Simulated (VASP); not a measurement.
A run of VASP 6.6.1:

INCAR

```
SYSTEM = TiAl3
PREC = Accurate ; ENCUT = 600
EDIFF = 1E-7 ; ISMEAR = -1
SIGMA = 0.05 ; LREAL = .False.
LASPH = .True. ; NELM = 100
ALGO = Fast ; ISIF = 3
LWAVE = .False. ; LCHARG = .False.
GGA = PS ; IBRION = 2
NSW = 60 ; EDIFFG = -0.01
PSTRESS = 50.0
```

KPOINTS

```
regular mesh
0
Gamma
  10 10 10
  0 0 0
```

File POSCAR:

```
TiAl3
1.0
   -1.9111067713      1.9111067713      4.2806687947
    1.9111067713     -1.9111067713      4.2806687947
    1.9111067713      1.9111067713     -4.2806687947
Ti Al
1 3
Direct
    0.0000000000      0.0000000000      0.0000000000
    0.2500000000      0.7500000000      0.5000000000
    0.7500000000      0.2500000000      0.5000000000
    0.5000000000      0.5000000000      0.0000000000
```

Potentials or basis: VASP PAW PBE potentials, release 64 (Ti_sv, Al).

Launch:

```console
$ cat potpaw_PBE.64/Ti_sv/POTCAR potpaw_PBE.64/Al/POTCAR > POTCAR
$ mpirun -np 1 vasp_std > vasp.out
```

Hardware: 1 thread of AMD EPYC 9R45 96-Core Processor (Zen 5) (shared host).

Task: How long does it take, and how much memory?

Result: Wall time 27 min on 1 thread of AMD EPYC 9R45 96-Core Processor (Zen 5), with other jobs on the host, peak memory 0.31 GiB. Counts: scf iterations 253, k points 102, ion steps 6.
